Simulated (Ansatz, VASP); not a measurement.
**LiCrF3 in VASP and in Ansatz**

Contents of INCAR:

```
SYSTEM = LiCrF3
PREC = Accurate
ENCUT = 600
EDIFF = 1E-6
ISMEAR = 0
SIGMA = 0.1
LREAL = .FALSE.
LASPH = .TRUE.
NELM = 150
ALGO = Normal
ISIF = 3
LWAVE = .FALSE.
LCHARG = .FALSE.
ISPIN = 2
MAGMOM = 0 3 0 0 0
LORBIT = 11
LMAXMIX = 4
GGA = PE
IBRION = 2
NSW = 90
EDIFFG = -0.04
```

The input KPOINTS:

```
regular mesh
0
G
  6 6 6
  0 0 0
```

Contents of POSCAR:

```
LiCrF3
1.0
    3.6689402800      0.0000000000      0.0000000000
    0.0000000000      3.6689402800      0.0000000000
    0.0000000000      0.0000000000      3.6689402800
Li Cr F
1 1 3
Direct
    0.5000000000      0.5000000000      0.5000000000
    0.0000000000      0.0000000000      0.0000000000
    0.5000000000      0.0000000000      0.0000000000
    0.0000000000      0.5000000000      0.0000000000
    0.0000000000      0.0000000000      0.5000000000
```

Input for Ansatz:

```yaml
crystal:
  lattice:
    - [3.66894028, 0.0, 0.0]
    - [0.0, 3.66894028, 0.0]
    - [0.0, 0.0, 3.66894028]
  atoms:
    - { symbol: Li, position: [0.5, 0.5, 0.5] }
    - { symbol: Cr, position: [0.0, 0.0, 0.0], spin: 3.0 }
    - { symbol: F, position: [0.5, 0.0, 0.0] }
    - { symbol: F, position: [0.0, 0.5, 0.0] }
    - { symbol: F, position: [0.0, 0.0, 0.5] }
basis:
  ecutwfc: 420
kpoints:
  mp_grid: { grid: [6, 6, 6] }
hamiltonian:
  xc: pbe
scf:
  occupations: { method: gaussian, width: 0.1 }
  lower_state_search: "off"
output:
  forces: true
  stress: true
  eigenvalues: true
  populations: true
magnetization:
  spin_polarized: true
relax:
  adjacent_minimum: "off"
  f_tol: 0.04
  max_steps: 70
  cell: { stress_tol: 0.4 }
```

Alike in both runs: task relaxation of cell and atoms; functional PBE; k mesh 6 × 6 × 6; occupations gaussian, width 0.1 eV; collinear spin.

|  | VASP | Ansatz |
| --- | --- | --- |
| version | VASP 6.6.1 | Ansatz 0.2.0 |
| potentials or method | VASP PAW PBE potentials, release 64 (Li_sv, Cr_pv, F), cutoff 600 eV | scalar-relativistic, plane waves, PAW |
| valence electrons in the cell | 36 | 38 |

Ansatz gave:

* gap on the k mesh at the Fermi level, each at its own relaxed structure (eV): none
* net moment per atom (μB): 0.79
* size of the moment on the site where the two differ most (μB): 3.14
* relaxed volume (Å³/atom): 13.73
* relaxed length of the cell vector where the two differ most in proportion (Å): 4.095

Task: Estimate VASP's values.

Result: gap on the k mesh at the Fermi level, each at its own relaxed structure (eV): none; net moment per atom (μB): 0.79; size of the moment on the site where the two differ most (μB): 3.66; relaxed volume (Å³/atom): 13.67; relaxed length of the cell vector where the two differ most in proportion (Å): 4.089.

Site moments also hang on the region over which each program counts them. A gap of «none» marks a metal or a gap that the smearing closes. VASP's potentials hold 36 valence electrons a cell and Ansatz's 38, so a difference there can come from the potentials and not from the codes.

Noted on VASP's run: the cutoff is under 1.25 times that of the potentials, so the pressure is a little rough; the volume moved by over 15 % at a fixed basis, so the end points are rough.
